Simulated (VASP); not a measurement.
# NaF (Fm-3m) in VASP: a series of runs

NaF is run at these levels: PBE; tasks: single point.

Everything below comes from runs of VASP 6.6.1. Logs are shortened: lines on timing, memory, paths and dates and some standing lists are left out, and cuts for length are marked.

**1. The cell of the first run**

It takes space group Fm-3m (No. 225, cubic). The conventional cell has a = 4.594 Å, b = 4.594 Å, c = 4.594 Å, α = 90.00°, β = 90.00°, γ = 90.00°. Within 3.0 Å of Na (site symmetry m-3m) lie 6 F at 2.30 Å. F (site symmetry m-3m) has 6 Na at 2.30 Å within 3.0 Å.

**2. Single point, PBE**

The input, INCAR:

```
SYSTEM = NaF
ALGO = Normal
EDIFF = 1E-6
ENCUT = 600
GGA = PE
GGA_COMPAT = .FALSE.
ISIF = 2
ISMEAR = 0
LASPH = .TRUE.
LCHARG = .FALSE.
LREAL = .FALSE.
LWAVE = .FALSE.
NBANDS = 14
NELM = 120
PREC = Accurate
SIGMA = 0.01
```

The input, KPOINTS:

```
k-points
0
G
  2 2 2
  0 0 0
```

The input, POSCAR:

```
NaF
1.0
    0.0000000000      2.2972417931      2.2972417931
    2.2972417931      0.0000000000      2.2972417931
    2.2972417931      2.2972417931      0.0000000000
Na F
1 1
Direct
    0.0000000000      0.0000000000      0.0000000000
    0.5000000000      0.5000000000      0.5000000000
```

Potentials or basis: VASP PAW PBE potentials, release 64 (Na_pv, F).

Launch:

```sh
cat potpaw_PBE.64/Na_pv/POTCAR potpaw_PBE.64/F/POTCAR > POTCAR
mpirun -np 1 vasp_std > vasp.out
```

OUTCAR:

```text
SYSTEM = NaF
   EDIFF = 1E-6
   ENCUT = 600
   GGA = PE
   ISIF = 2
   ISMEAR = 0
   LASPH = .TRUE.
   LREAL = .FALSE.
   NELM = 120
   PREC = Accurate

 ion  position               nearest neighbor table
   1  0.000  0.000  0.000-   2 2.30   2 2.30   2 2.30   2 2.30   2 2.30   2 2.30
   2  0.500  0.500  0.500-   1 2.30   1 2.30   1 2.30   1 2.30   1 2.30   1 2.30

  LATTYP: Found a face centered cubic cell.
 ALAT       =     4.5944835862

  Lattice vectors:

 A1 = (   0.0000000000,   2.2972417931,   2.2972417931)
 A2 = (   2.2972417931,   0.0000000000,   2.2972417931)
 A3 = (   2.2972417931,   2.2972417931,   0.0000000000)

Analysis of symmetry for initial positions (statically):
=====================================================================
 Subroutine PRICEL returns:
 Original cell was already a primitive cell.

 Routine SETGRP: Setting up the symmetry group for a
 face centered cubic supercell.

 Subroutine GETGRP returns: Found 48 space group operations
 (whereof 48 operations were pure point group operations)
 out of a pool of 48 trial point group operations.

The static configuration has the point symmetry O_h .

Analysis of symmetry for dynamics (positions and initial velocities):
=====================================================================
 Subroutine PRICEL returns:
 Original cell was already a primitive cell.

 Routine SETGRP: Setting up the symmetry group for a
 face centered cubic supercell.

 Subroutine GETGRP returns: Found 48 space group operations
 (whereof 48 operations were pure point group operations)
 out of a pool of 48 trial point group operations.

The dynamic configuration has the point symmetry O_h .

 Subroutine INISYM returns: Found 48 space group operations
 (whereof 48 operations are pure point group operations),
 and found     1 'primitive' translations

----------------------------------------------------------------------------------------

                                     Primitive cell

  volume of cell :      24.2466

  direct lattice vectors                    reciprocal lattice vectors
     0.000000000  2.297241793  2.297241793    -0.217652317  0.217652317  0.217652317
     2.297241793  0.000000000  2.297241793     0.217652317 -0.217652317  0.217652317
     2.297241793  2.297241793  0.000000000     0.217652317  0.217652317 -0.217652317

  length of vectors
     3.248790500  3.248790500  3.248790500     0.376984872  0.376984872  0.376984872

  position of ions in fractional coordinates (direct lattice)
     0.000000000  0.000000000  0.000000000
     0.500000000  0.500000000  0.500000000

  ion indices of the primitive-cell ions
   primitive index   ion index
                 1           1
                 2           2

----------------------------------------------------------------------------------------

 KPOINTS: k-points

Automatic generation of k-mesh.
 Grid dimensions read from file:
 generate k-points for:    2    2    2

 Generating k-lattice:

  Cartesian coordinates                     Fractional coordinates (reciprocal lattice)
    -0.108826159  0.108826159  0.108826159     0.500000000  0.000000000  0.000000000
     0.108826159 -0.108826159  0.108826159     0.000000000  0.500000000  0.000000000
     0.108826159  0.108826159 -0.108826159     0.000000000  0.000000000  0.500000000

  Length of vectors
     0.188492436  0.188492436  0.188492436

  Shift w.r.t. Gamma in fractional coordinates (k-lattice)
     0.000000000  0.000000000  0.000000000

 Subroutine IBZKPT returns following result:
 ===========================================

 Found      3 irreducible k-points:

 Following reciprocal coordinates:
            Coordinates               Weight
  0.000000  0.000000  0.000000      1.000000
  0.500000  0.000000  0.000000      4.000000
  0.500000  0.500000  0.000000      3.000000
   k-points           NKPTS =      3   k-points in BZ     NKDIM =      3   number of bands    NBANDS=     14
   number of dos      NEDOS =    301   number of ions     NIONS =      2
   total plane-waves  NPLWV =  21952
   dimension x,y,z NGX =    28 NGY =   28 NGZ =   28
   dimension x,y,z NGXF=    56 NGYF=   56 NGZF=   56
   ions per type =               1   1
   NGX,Y,Z   is equivalent  to a cutoff of  14.33, 14.33, 14.33 a.u.
   NGXF,Y,Z  is equivalent  to a cutoff of  28.66, 28.66, 28.66 a.u.
 SYSTEM =  NaF
   PREC   = accura    normal or accurate (medium, high low for compatibility)
   ISTART =      0    job   : 0-new  1-cont  2-samecut
   ICHARG =      2    charge: 1-file 2-atom 10-const
   ISPIN  =      1    spin polarized calculation?
   LNONCOLLINEAR =      F non collinear calculations
   LSORBIT =      F    spin-orbit coupling
   LASPH  =      T    aspherical Exc in radial PAW
   ENCUT  =  600.0 eV  44.10 Ry    6.64 a.u.   6.49  6.49  6.49*2*pi/ulx,y,z
   NELM   =    120;   NELMIN=  2; NELMDL= -5     # of ELM steps
   EDIFF  = 0.1E-05   stopping-criterion for ELM
   LREAL  =      F    real-space projection
   EDIFFG = 0.1E-04   stopping-criterion for IOM
   NSW    =      0    number of steps for IOM
   IBRION =     -1    ionic relax: 0-MD 1-quasi-New 2-CG
   NFREE  =      0    steps in history (QN), initial steepest desc. (CG)
   ISIF   =      2    stress and relaxation
   ISYM   =      2    0-nonsym 1-usesym 2-fastsym
   POTIM  = 0.5000    time-step for ionic-motion
   TEBEG  =    0.0;   TEEND  =   0.0 temperature during run
   PSTRESS=    0.0 pullay stress
   NELECT =      14.0000    total number of electrons
   NUPDOWN=      -1.0000    fix difference up-down
   EMIN   =  10.00;   EMAX   =-10.00  energy-range for DOS
   EFERMI =   0.00;   METHOD = LEGACY
   ISMEAR =     0;   SIGMA  =   0.01  broadening in eV -4-tet -1-fermi 0-gaus
   EFERMI_NEDOS =   21; number of points for ismear=-14 and -15
   IALGO  =     38    algorithm
   IMIX   =      4    mixing-type and parameters
     AMIX     =   0.40;   BMIX     =  1.00
     AMIX_MAG =   1.60;   BMIX_MAG =  1.00
  volume/ion in A,a.u.               =      12.12        81.81
  Fermi-wavevector in a.u.,A,eV,Ry     =   1.363225  2.576121 25.284819  1.858382
  Thomas-Fermi vector in A             =   2.489646
   LORBIT       =      0    0 simple, 1 ext, 2 COOP (PROOUT), +10 PAW based schemes
   GGA     = PE    functional components
   LHFCALC =     F    Hartree Fock is set to
   AEXX    =    0.0000 exact exchange contribution
   IVDW    =     0    specifies the selected vdW correction
   LEPSILON=     F    determine dielectric tensor
   LRPA    =     F    only Hartree local field effects (RPA)
 non-spin polarized calculation
 Gauss-broadening in eV      SIGMA  =   0.01
  energy-cutoff  :      600.00
  volume of cell :       24.25
 maximum number of plane-waves:       869
 NGX is ok and might be reduce to    28
   NGX = 13   NGY = 13   NGZ = 13

 number of electron      14.0000002 magnetization

 Free energy of the ion-electron system (eV)
  ---------------------------------------------------
  ext. energy  EPLUGINS =         0.00000000
  ---------------------------------------------------
  free energy    TOTEN  =        -8.41969292 eV

  energy without entropy =       -8.41969292  energy(sigma->0) =       -8.41969292

 E-fermi :  -1.7232     XC(G=0):  -9.2385

 val. band max:       -1.8154768852   @ k =   0.0000   0.0000   0.0000
 cond. band min:       4.5285169448   @ k =   0.0000   0.0000   0.0000
 fundamental gap:      6.3439938299
 Fermi energy:        -1.7231670497

 k-point     1 :       0.0000    0.0000    0.0000
  band No.  band energies     occupation
      1     -21.0294      2.00000
      2     -20.8833      2.00000
      3     -20.8833      2.00000
      4     -20.8833      2.00000
      5      -1.8155      2.00000
      6      -1.8155      2.00000
      7      -1.8155      2.00000
      8       4.5285      0.00000
      9      17.2246      0.00000
     10      17.2246      0.00000
     11      17.2246      0.00000
     12      20.2010      0.00000
     13      22.3356      0.00000
     14      22.3356      0.00000

 k-point     2 :       0.5000    0.0000    0.0000
  band No.  band energies     occupation
      1     -21.7459      2.00000
      2     -20.8962      2.00000
      3     -20.8962      2.00000
      4     -20.0117      2.00000
      5      -3.4861      2.00000
      6      -2.0859      2.00000
      7      -2.0859      2.00000
      8       9.0284      0.00000
      9      10.8100      0.00000
     10      18.4461      0.00000
     11      18.4461      0.00000
     12      21.3052      0.00000
     13      21.3052      0.00000
     14      22.1653      0.00000

 k-point     3 :       0.5000    0.5000    0.0000
  band No.  band energies     occupation
      1     -21.0350      2.00000
      2     -20.9406      2.00000
      3     -20.9406      2.00000
      4     -20.7570      2.00000
      5      -3.1501      2.00000
      6      -2.2391      2.00000
      7      -2.2391      2.00000
      8      11.4824      0.00000
      9      11.4929      0.00000
     10      11.9174      0.00000
     11      18.1875      0.00000
     12      18.1875      0.00000
     13      22.3465      0.00000
     14      27.0702      0.00000

------------------------ aborting loop because EDIFF is reached ----------------------------------------

  FORCE on cell =-STRESS in cart. coord.  units (eV):
  Direction    XX          YY          ZZ          XY          YZ          ZX
  --------------------------------------------------------------------------------------
  -------------------------------------------------------------------------------------
  Total        0.7085586      0.7085586      0.7085586     -0.0000000      0.0000000      0.0000000
  in kB       46.8205185     46.8205185     46.8205185     -0.0000000      0.0000000      0.0000000
  external PRESSURE =      46.8205185 kB  Pullay stress =       0.0000000 kB

 VOLUME and BASIS-vectors are now :
 -----------------------------------------------------------------------------
  energy-cutoff  :      600.00
  volume of cell :       24.25
      direct lattice vectors                 reciprocal lattice vectors
     0.000000000  2.297241793  2.297241793    -0.217652317  0.217652317  0.217652317
     2.297241793  0.000000000  2.297241793     0.217652317 -0.217652317  0.217652317
     2.297241793  2.297241793  0.000000000     0.217652317  0.217652317 -0.217652317

 POSITION                                       TOTAL-FORCE (eV/Angst)
 -----------------------------------------------------------------------------------
      0.00000      0.00000      0.00000         0.000000      0.000000      0.000000
      2.29724      2.29724      2.29724        -0.000000     -0.000000     -0.000000
 -----------------------------------------------------------------------------------
    total drift:                                0.000000      0.000000      0.000000

  FREE ENERGIE OF THE ION-ELECTRON SYSTEM (eV)
  ---------------------------------------------------
  free  energy   TOTEN  =        -8.4196929171 eV

  energy  without entropy=       -8.4196929171  energy(sigma->0) =       -8.41969292
```

Wall time 1.6 s (1 thread of AMD EPYC 9R45 (Zen 5), shared host); peak memory 0.11 GiB.

Results:

```
Free energy            : -8.4197 eV
Pressure               : 4.7 GPa
Band gap on the k mesh : 6.34 eV
```

Caveat: the k points lie up to 1.18 Å⁻¹ apart.

**3. Single point, PBE**

The input, INCAR:

```
SYSTEM = NaF
PREC = Accurate
ENCUT = 600
EDIFF = 1E-6
ISMEAR = 0
SIGMA = 0.01
LREAL = .FALSE.
LASPH = .TRUE.
NELM = 120
ALGO = Normal
ISIF = 2
LWAVE = .FALSE.
LCHARG = .FALSE.
GGA = PE
NBANDS = 14
GGA_COMPAT = .FALSE.
```

The input, KPOINTS:

```
regular mesh
0
G
  4 4 4
  0 0 0
```

POSCAR is that of step 2.

Potentials or basis: VASP PAW PBE potentials, release 64 (Na_pv, F).

Launch:

```sh
cat potpaw_PBE.64/Na_pv/POTCAR potpaw_PBE.64/F/POTCAR > POTCAR
mpirun -np 1 vasp_std > vasp.out
```

It took 2.4 s on 1 thread of AMD EPYC 9R45 (Zen 5), shared host; peak memory 0.11 GiB.

The run converged. Its results:

```yaml
Free_energy: -8.5510 eV
Pressure: 3.4 GPa
Band_gap_on_the_k_mesh: 6.44 eV
```

Levels at points of the mesh, in eV from the valence-band top:
| k point | band 4 | band 5 | band 6 | band 7 | band 8 | band 9 | band 10 | band 11 |
| --- | --- | --- | --- | --- | --- | --- | --- | --- |
| (0.00, 0.00, 0.00) | -18.87 | 0.00 | 0.00 | 0.00 | 6.44 | 19.16 | 19.16 | 19.16 |
| (0.50, 0.00, 0.00) | -18.11 | -1.64 | -0.27 | -0.27 | 10.94 | 12.69 | 20.39 | 20.39 |
| (0.50, 0.50, 0.00) | -18.93 | -1.31 | -0.42 | -0.42 | 13.37 | 13.40 | 13.86 | 20.11 |

Caveat: the k points lie up to 0.59 Å⁻¹ apart.
